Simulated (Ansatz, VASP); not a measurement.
Two plane-wave programs on Ca

File POSCAR:

```
Ca
1.0
   -2.2685697713      2.2685697713      2.2685697713
    2.2685697713     -2.2685697713      2.2685697713
    2.2685697713      2.2685697713     -2.2685697713
Ca
1
Direct
    0.0000000000      0.0000000000      0.0000000000
```

The input INCAR.step1:

```
SYSTEM = Ca
ALGO     = Normal         ! electronic algorithm
EDIFF    = 1E-4           ! SCF threshold, eV
ENCUT    = 520            ! plane-wave cutoff, eV
GGA      = PE             ! functional
ISMEAR   = -1             ! smearing method
LASPH    = .True.         ! aspherical terms in the spheres
LCHARG   = .False.        ! write CHGCAR
LREAL    = .False.        ! projectors in reciprocal space
LWAVE    = .True.         ! write WAVECAR
NBANDS   = 11             ! bands
NELM     = 100            ! most SCF steps
PREC     = Accurate       ! precision mode
SIGMA    = 0.1            ! smearing width, eV
```

The input INCAR.step2:

```
SYSTEM = Ca
ALGO     = Normal         ! electronic algorithm
EDIFF    = 1E-6           ! SCF threshold, eV
ENCUT    = 520            ! plane-wave cutoff, eV
ISIF     = 2              ! what is computed and relaxed
ISMEAR   = -1             ! smearing method
ISTART   = 1            
LASPH    = .True.         ! aspherical terms in the spheres
LCHARG   = .True.         ! write CHGCAR
LELF     = .True.         ! ELF
LMIXTAU  = .True.       
LREAL    = .False.        ! projectors in reciprocal space
LVHAR    = .True.       
LWAVE    = .False.        ! write WAVECAR
METAGGA  = R2SCAN         ! meta-GGA
NBANDS   = 11             ! bands
NELM     = 100            ! most SCF steps
PREC     = Accurate       ! precision mode
SIGMA    = 0.1            ! smearing width, eV
```

The input KPOINTS:

```
k-points
0
Gamma
  11 11 11
  0 0 0
```

Input for Ansatz:

```yaml
crystal:
  lattice:
    - [-2.2685697713, 2.2685697713, 2.2685697713]
    - [2.2685697713, -2.2685697713, 2.2685697713]
    - [2.2685697713, 2.2685697713, -2.2685697713]
  atoms:
    - { symbol: Ca, position: [0.0, 0.0, 0.0] }
hamiltonian:
  xc: r2scan
  pseudopotentials:
    kind: paw
    azcp:
      Ca: "pseudopotentials/Ca.paw.azcp"
basis:
  ecutwfc: 500
  fft_grid_basis: typed
kpoints:
  mp_grid: { grid: [11, 11, 11], shift: [0, 0, 0] }
magnetization:
  spin_polarized: false
scf:
  occupations: { method: fermi_dirac, width: 0.1 }
  lower_state_search: "off"
output:
  stress: true
```

Alike in both runs: task single point; functional r2SCAN; k mesh 11 × 11 × 11; occupations fermi-dirac, width 0.1 eV; no spin polarisation.

```csv
,VASP,Ansatz
version,VASP 6.6.1,Ansatz 0.2.0
potentials or method,"VASP PAW PBE potentials, release 64 (Ca_sv), cutoff 520 eV","plane waves (500 eV) with PAW, scalar-relativistic"
valence electrons in the cell,10,10
```

```csv
,VASP,Ansatz,Ansatz less VASP
pressure (GPa),-1.2,-1.2,-0.03
```

VASP's potentials were made for PBE, not for r2SCAN.
